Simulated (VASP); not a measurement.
# GaP (R-3m) in VASP: further runs

The runs below take GaP through single point, with r2SCAN.

Program: VASP 6.6.1. These are calculated values, not measurements. Logs are shortened: lines on timing, memory, paths and dates and some standing lists are left out, and cuts for length are marked.

**1. The cell of the first run**

It takes space group R-3m (No. 166, trigonal). The conventional cell has a = 3.886 Å, b = 3.886 Å, c = 19.292 Å, α = 90.00°, β = 90.00°, γ = 120.00°. Ga (site symmetry 3m) has 3 P at 2.40 Å and 1 Ga at 2.49 Å within 3.2 Å. P (site symmetry 3m) has 1 P at 2.21 Å and 3 Ga at 2.40 Å within 2.9 Å.

**2. Single point, r2SCAN**

The input, POSCAR:

```
GaP
1.0
    1.9430150000      1.1218000000      6.4308100000
   -1.9430150000      1.1218000000      6.4308100000
    0.0000000000     -2.2436010000      6.4308100000
Ga P
2 2
Direct
    0.4353720000      0.4353720000      0.4353720000
    0.5646280000      0.5646280000      0.5646280000
    0.0573890000      0.0573890000      0.0573890000
    0.9426110000      0.9426110000      0.9426110000
```

The input, INCAR.step1:

```
SYSTEM = GaP
PREC = Accurate
ENCUT = 520
ISMEAR = 0
SIGMA = 0.01
LREAL = .FALSE.
LASPH = .TRUE.
NELM = 100
NBANDS = 26
GGA = PE
ALGO = Normal
EDIFF = 1E-4
LWAVE = .TRUE.
LCHARG = .FALSE.
```

The input, INCAR.step2:

```
SYSTEM = GaP
PREC = Accurate
ENCUT = 520
EDIFF = 1E-7
ISMEAR = 0
SIGMA = 0.01
LREAL = .FALSE.
LASPH = .TRUE.
NELM = 100
ALGO = Normal
ISIF = 2
LWAVE = .FALSE.
LCHARG = .TRUE.
METAGGA = R2SCAN
LMIXTAU = .TRUE.
LELF = .TRUE.
LVHAR = .TRUE.
NBANDS = 26
ISTART = 1
```

The input, KPOINTS:

```
Automatic mesh
0
G
  2 2 2
  0 0 0
```

Potentials or basis: VASP PAW PBE potentials, release 64 (Ga_d, P).

Launch:

```console
> cat potpaw_PBE.64/Ga_d/POTCAR potpaw_PBE.64/P/POTCAR > POTCAR
> cp INCAR.step1 INCAR
> mpirun -np 1 vasp_std > vasp.out
> cp INCAR.step2 INCAR
> mpirun -np 1 vasp_std > vasp.out
```

OUTCAR:

```text
SYSTEM = GaP
   PREC = Accurate
   ENCUT = 520
   EDIFF = 1E-7
   ISMEAR = 0
   LREAL = .FALSE.
   LASPH = .TRUE.
   NELM = 100
   ISIF = 2
   METAGGA = R2SCAN
   ISTART = 1

 ion  position               nearest neighbor table
   1  0.435  0.435  0.435-   3 2.40   3 2.40   3 2.40   2 2.49
   2  0.565  0.565  0.565-   4 2.40   4 2.40   4 2.40   1 2.49
   3  0.057  0.057  0.057-   4 2.21   1 2.40   1 2.40   1 2.40
   4  0.943  0.943  0.943-   3 2.21   2 2.40   2 2.40   2 2.40

  LATTYP: Found a trigonal (rhomboedric) cell.
 ALAT       =     6.8109514597
 COS(alpha) =     0.8372328435

  Lattice vectors:

 A1 = (   1.9430150000,   1.1218000000,   6.4308100000)
 A2 = (  -1.9430150000,   1.1218000000,   6.4308100000)
 A3 = (   0.0000000000,  -2.2436010000,   6.4308100000)

Analysis of symmetry for initial positions (statically):
=====================================================================
 Subroutine PRICEL returns:
 Original cell was already a primitive cell.

 Routine SETGRP: Setting up the symmetry group for a
 trigonal (rhombohedral) supercell.

 Subroutine GETGRP returns: Found 12 space group operations
 (whereof 12 operations were pure point group operations)
 out of a pool of 12 trial point group operations.

The static configuration has the point symmetry D_3d.

Analysis of symmetry for dynamics (positions and initial velocities):
=====================================================================
 Subroutine PRICEL returns:
 Original cell was already a primitive cell.

 Routine SETGRP: Setting up the symmetry group for a
 trigonal (rhombohedral) supercell.

 Subroutine GETGRP returns: Found 12 space group operations
 (whereof 12 operations were pure point group operations)
 out of a pool of 12 trial point group operations.

The dynamic configuration has the point symmetry D_3d.

 Subroutine INISYM returns: Found 12 space group operations
 (whereof 12 operations are pure point group operations),
 and found     1 'primitive' translations

----------------------------------------------------------------------------------------

                                     Primitive cell

  volume of cell :      84.1024

  direct lattice vectors                    reciprocal lattice vectors
     1.943015000  1.121800000  6.430810000     0.257332033  0.148570705  0.051833810
    -1.943015000  1.121800000  6.430810000    -0.257332033  0.148570705  0.051833810
     0.000000000 -2.243601000  6.430810000     0.000000000 -0.297141410  0.051833787

  length of vectors
     6.810951460  6.810951460  6.810951674     0.301628536  0.301628536  0.301628512

  position of ions in fractional coordinates (direct lattice)
     0.435372000  0.435372000  0.435372000
     0.564628000  0.564628000  0.564628000
     0.057389000  0.057389000  0.057389000
     0.942611000  0.942611000  0.942611000

  ion indices of the primitive-cell ions
   primitive index   ion index
                 1           1
                 2           2
                 3           3
                 4           4

----------------------------------------------------------------------------------------

 KPOINTS: Automatic mesh

Automatic generation of k-mesh.
 Grid dimensions read from file:
 generate k-points for:    2    2    2

 Generating k-lattice:

  Cartesian coordinates                     Fractional coordinates (reciprocal lattice)
     0.128666016  0.074285353  0.025916905     0.500000000  0.000000000 -0.000000000
    -0.128666016  0.074285353  0.025916905     0.000000000  0.500000000 -0.000000000
     0.000000000 -0.148570705  0.025916893    -0.000000000 -0.000000000  0.500000000

  Length of vectors
     0.150814268  0.150814268  0.150814256

  Shift w.r.t. Gamma in fractional coordinates (k-lattice)
     0.000000000  0.000000000  0.000000000

 Subroutine IBZKPT returns following result:
 ===========================================

 Found      4 irreducible k-points:

 Following reciprocal coordinates:
            Coordinates               Weight
  0.000000  0.000000  0.000000      1.000000
  0.500000  0.000000  0.000000      3.000000
  0.500000  0.500000  0.000000      3.000000
  0.500000  0.500000  0.500000      1.000000
   k-points           NKPTS =      4   k-points in BZ     NKDIM =      4   number of bands    NBANDS=     26
   number of dos      NEDOS =    301   number of ions     NIONS =      4
   total plane-waves  NPLWV = 157464
   dimension x,y,z NGX =    54 NGY =   54 NGZ =   54
   dimension x,y,z NGXF=   108 NGYF=  108 NGZF=  108
   ions per type =               2   2
   NGX,Y,Z   is equivalent  to a cutoff of  13.18, 13.18, 13.18 a.u.
   NGXF,Y,Z  is equivalent  to a cutoff of  26.36, 26.36, 26.36 a.u.
 SYSTEM =  GaP
   PREC   = accura    normal or accurate (medium, high low for compatibility)
   ISTART =      1    job   : 0-new  1-cont  2-samecut
   ICHARG =      0    charge: 1-file 2-atom 10-const
   ISPIN  =      1    spin polarized calculation?
   LNONCOLLINEAR =      F non collinear calculations
   LSORBIT =      F    spin-orbit coupling
   LASPH  =      T    aspherical Exc in radial PAW
   ENCUT  =  520.0 eV  38.22 Ry    6.18 a.u.  12.66 12.66 12.66*2*pi/ulx,y,z
   NELM   =    100;   NELMIN=  2; NELMDL=  0     # of ELM steps
   EDIFF  = 0.1E-06   stopping-criterion for ELM
   LREAL  =      F    real-space projection
   EDIFFG = 0.1E-05   stopping-criterion for IOM
   NSW    =      0    number of steps for IOM
   IBRION =     -1    ionic relax: 0-MD 1-quasi-New 2-CG
   NFREE  =      0    steps in history (QN), initial steepest desc. (CG)
   ISIF   =      2    stress and relaxation
   ISYM   =      2    0-nonsym 1-usesym 2-fastsym
   POTIM  = 0.5000    time-step for ionic-motion
   TEBEG  =    0.0;   TEEND  =   0.0 temperature during run
   PSTRESS=    0.0 pullay stress
   NELECT =      36.0000    total number of electrons
   NUPDOWN=      -1.0000    fix difference up-down
   EMIN   =  10.00;   EMAX   =-10.00  energy-range for DOS
   EFERMI =   0.00;   METHOD = LEGACY
   ISMEAR =     0;   SIGMA  =   0.01  broadening in eV -4-tet -1-fermi 0-gaus
   EFERMI_NEDOS =   21; number of points for ismear=-14 and -15
   IALGO  =     38    algorithm
   IMIX   =      4    mixing-type and parameters
     AMIX     =   0.40;   BMIX     =  1.00
     AMIX_MAG =   1.60;   BMIX_MAG =  1.00
  volume/ion in A,a.u.               =      21.03       141.89
  Fermi-wavevector in a.u.,A,eV,Ry     =   1.233785  2.331515 20.711131  1.522225
  Thomas-Fermi vector in A             =   2.368501
   LORBIT       =      0    0 simple, 1 ext, 2 COOP (PROOUT), +10 PAW based schemes
   METAGGA = R2SCAN    functional components
   LHFCALC =     F    Hartree Fock is set to
   AEXX    =    0.0000 exact exchange contribution
   IVDW    =     0    specifies the selected vdW correction
   LEPSILON=     F    determine dielectric tensor
   LRPA    =     F    only Hartree local field effects (RPA)
 non-spin polarized calculation
 Gauss-broadening in eV      SIGMA  =   0.01
  energy-cutoff  :      520.00
  volume of cell :       84.10
 maximum number of plane-waves:      2276
 NGX is ok and might be reduce to    54
   NGX = 25   NGY = 25   NGZ = 25

 number of electron      36.0000008 magnetization

 Free energy of the ion-electron system (eV)
  ---------------------------------------------------
  ext. energy  EPLUGINS =         0.00000000
  ---------------------------------------------------
  free energy    TOTEN  =       -40.01936083 eV

  energy without entropy =      -40.01936083  energy(sigma->0) =      -40.01936083

 E-fermi :   4.6716     XC(G=0): -10.2829

 val. band max:        4.6122954457   @ k =   0.0000   0.0000   0.0000
 cond. band min:       5.6225411810   @ k =   0.5000   0.5000   0.0000
 fundamental gap:      1.0102457353
 Fermi energy:         4.6716445411

 k-point     1 :       0.0000    0.0000    0.0000
  band No.  band energies     occupation
      1     -10.7573      2.00000
      2     -10.6260      2.00000
      3     -10.6260      2.00000
      4     -10.6057      2.00000
      5     -10.6057      2.00000
      6     -10.5506      2.00000
[... 18 lines left out ...]
     25       9.2714      0.00000
     26      13.1473      0.00000

 k-point     2 :       0.5000    0.0000    0.0000
  band No.  band energies     occupation
      1     -10.7414      2.00000
      2     -10.7296      2.00000
      3     -10.6537      2.00000
      4     -10.6189      2.00000
      5     -10.5724      2.00000
      6     -10.5604      2.00000
[... 18 lines left out ...]
     25      11.4984      0.00000
     26      11.6437      0.00000

 k-point     3 :       0.5000    0.5000    0.0000
  band No.  band energies     occupation
      1     -10.7414      2.00000
      2     -10.6945      2.00000
      3     -10.6812      2.00000
      4     -10.6244      2.00000
      5     -10.5724      2.00000
      6     -10.5589      2.00000
[... 18 lines left out ...]
     25      14.1281      0.00000
     26      15.1193      0.00000

 k-point     4 :       0.5000    0.5000    0.5000
  band No.  band energies     occupation
      1     -10.7552      2.00000
      2     -10.6234      2.00000
      3     -10.6234      2.00000
      4     -10.6087      2.00000
      5     -10.6087      2.00000
      6     -10.5517      2.00000
[... 18 lines left out ...]
     25      11.2183      0.00000
     26      11.5040      0.00000

------------------------ aborting loop because EDIFF is reached ----------------------------------------

  FORCE on cell =-STRESS in cart. coord.  units (eV):
  Direction    XX          YY          ZZ          XY          YZ          ZX
  --------------------------------------------------------------------------------------
  -------------------------------------------------------------------------------------
  Total        2.2581251      2.2581255     -2.5816910      0.0000000      0.0000001      0.0000000
  in kB       43.0179717     43.0179793    -49.1820017      0.0000000      0.0000025      0.0000000
  external PRESSURE =      12.2846498 kB  Pullay stress =       0.0000000 kB

 VOLUME and BASIS-vectors are now :
 -----------------------------------------------------------------------------
  energy-cutoff  :      520.00
  volume of cell :       84.10
      direct lattice vectors                 reciprocal lattice vectors
     1.943015000  1.121800000  6.430810000     0.257332033  0.148570705  0.051833810
    -1.943015000  1.121800000  6.430810000    -0.257332033  0.148570705  0.051833810
     0.000000000 -2.243601000  6.430810000     0.000000000 -0.297141410  0.051833787

 POSITION                                       TOTAL-FORCE (eV/Angst)
 -----------------------------------------------------------------------------------
      0.00000     -0.00000      8.39938         0.000000     -0.000000      0.294326
      0.00000     -0.00000     10.89305         0.000000      0.000000     -0.294326
      0.00000     -0.00000      1.10717         0.000000      0.000000     -0.455226
      0.00000     -0.00000     18.18526         0.000000     -0.000000      0.455226
 -----------------------------------------------------------------------------------
    total drift:                                0.000000      0.000000      0.000000

  FREE ENERGIE OF THE ION-ELECTRON SYSTEM (eV)
  ---------------------------------------------------
  free  energy   TOTEN  =       -40.0193608273 eV

  energy  without entropy=      -40.0193608273  energy(sigma->0) =      -40.01936083
```

Run time: 1.7 min. Hardware: 1 thread of Intel Xeon 6975P-C (Granite Rapids), shared host; peak memory 0.4 GiB.

What came out:

| Property | Result |
| --- | --- |
| Free energy | -40.0194 eV |
| Pressure | 1.2 GPa |
| Largest force | 0.455 eV/Å |
| Band gap on the k mesh | 1.01 eV (least direct gap 1.45 eV) |

Forces on the atoms (eV/Å):
```
Ga   0.000  0.000  0.294
Ga   0.000  0.000 -0.294
P    0.000  0.000 -0.455
P    0.000  0.000  0.455
```

Caveat: the k points lie up to 0.95 Å⁻¹ apart; the PAW data sets were made with another functional, which shifts forces and pressure a little. A k mesh can miss the band edges.

[end of part 1 of 2]
